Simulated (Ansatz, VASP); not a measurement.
Two plane-wave programs on V

INCAR

```
  ALGO = Normal
  EDIFF = 1E-6
  EDIFFG = -0.01
  ENCUT = 600
  GGA = PE
  IBRION = 2
  ISIF = 3
  ISMEAR = 0
  LASPH = True
  LCHARG = False
  LREAL = False
  LWAVE = False
  NELM = 80
  NSW = 80
  PREC = Accurate
  SIGMA = 0.1
```

The input KPOINTS:

```
k-points
0
Gamma
  18 18 18
```

Contents of POSCAR:

```
V
1.0
    0.0000000000      1.9099208951      1.9099208951
    1.9099208951      0.0000000000      1.9099208951
    1.9099208951      1.9099208951      0.0000000000
V
1
Direct
    0.0000000000      0.0000000000      0.0000000000
```

Input for Ansatz:

```yaml
crystal:
  lattice:
    - [0.0, 1.9099208951, 1.9099208951]
    - [1.9099208951, 0.0, 1.9099208951]
    - [1.9099208951, 1.9099208951, 0.0]
  atoms:
    - { symbol: V, position: [0.0, 0.0, 0.0] }
basis:
  ecutwfc: 420
kpoints:
  mp_grid: { grid: [18, 18, 18] }
hamiltonian:
  xc: pbe
scf:
  occupations: { method: gaussian, width: 0.1 }
output:
  forces: true
  stress: true
  eigenvalues: true
relax:
  adjacent_minimum: "off"
  f_tol: 0.01
  max_steps: 60
  cell: { stress_tol: 0.1 }
```

Alike in both runs: task relaxation of cell and atoms; functional PBE; k mesh 18 × 18 × 18; occupations gaussian, width 0.1 eV; no spin polarisation.

```csv
,VASP,Ansatz
version,VASP 6.6.1,Ansatz 0.2.0
potentials or method,"VASP PAW PBE potentials, release 64 (V_sv), cutoff 600 eV","scalar-relativistic, plane waves, PAW"
valence electrons in the cell,13,13
```

|  | VASP | Ansatz | Ansatz less VASP |
| --- | --- | --- | --- |
| gap on the k mesh at the Fermi level, each at its own relaxed structure (eV) | none | none | - |
| relaxed volume (Å³/atom) | 13.91 | 13.90 | -0.011 |
| relaxed cell length with the largest relative difference (Å) | 2.699 | 2.699 | -0.0007 |

A gap of «none» marks a metal or a gap that the smearing closes.
